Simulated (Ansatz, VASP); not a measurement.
## MgSe in VASP and in Ansatz

File INCAR:

```
PREC = Accurate
ENCUT = 600
EDIFF = 1E-6
ISMEAR = -1
SIGMA = 0.02
LREAL = False
LASPH = True
NELM = 120
ALGO = Normal
ISIF = 2
LWAVE = False
LCHARG = False
GGA = PE
NBANDS = 11
GGA_COMPAT = False
```

File KPOINTS:

```
regular mesh
0
Gamma
  8 8 8
```

File POSCAR:

```
MgSe
1.0
    0.0000000000      2.7362693761      2.7362693761
    2.7362693761      0.0000000000      2.7362693761
    2.7362693761      2.7362693761      0.0000000000
Mg Se
1 1
Direct
    0.0000000000      0.0000000000      0.0000000000
    0.5000000000      0.5000000000      0.5000000000
```

Input for Ansatz:

```yaml
crystal:
  lattice:
    - [0.0, 2.7362693761, 2.7362693761]
    - [2.7362693761, 0.0, 2.7362693761]
    - [2.7362693761, 2.7362693761, 0.0]
  atoms:
    - { symbol: Mg, position: [0.0, 0.0, 0.0] }
    - { symbol: Se, position: [0.5, 0.5, 0.5] }
kpoints:
  mp_grid: { grid: [8, 8, 8] }
  band_path:
    path:
      - [0.0, 0.0, 0.0]
      - [0.5, 0.0, 0.5]
      - [0.625, 0.25, 0.625]
      - [0.375, 0.375, 0.75]
      - [0.5, 0.5, 0.5]
      - [0.5, 0.25, 0.75]
    npoints: 1
hamiltonian:
  xc: pbe
scf:
  occupations: { method: fermi_dirac, width: 0.02 }
  n_extra_bands: 4
output:
  forces: true
  stress: true
  eigenvalues: true
```

Alike in both runs: task single point; functional PBE; k mesh 8 × 8 × 8; occupations fermi-dirac, width 0.02 eV; no spin polarisation.

```csv
,VASP,Ansatz
version,VASP 6.6.1,Ansatz 0.2.0
potentials or method,"VASP PAW PBE potentials, release 64 (Mg, Se)","plane waves, PAW"
plane-wave cutoff (eV),600,420
valence electrons in the cell,8,26
```

```tsv
	VASP	Ansatz	Ansatz less VASP
gap on the k mesh at the Fermi level (eV)	1.78	1.80	+0.023
pressure (GPa)	1.1	1.2	+0.12
```

VASP's potentials hold 8 valence electrons a cell and Ansatz's 26, so a difference there can come from the potentials and not from the codes.
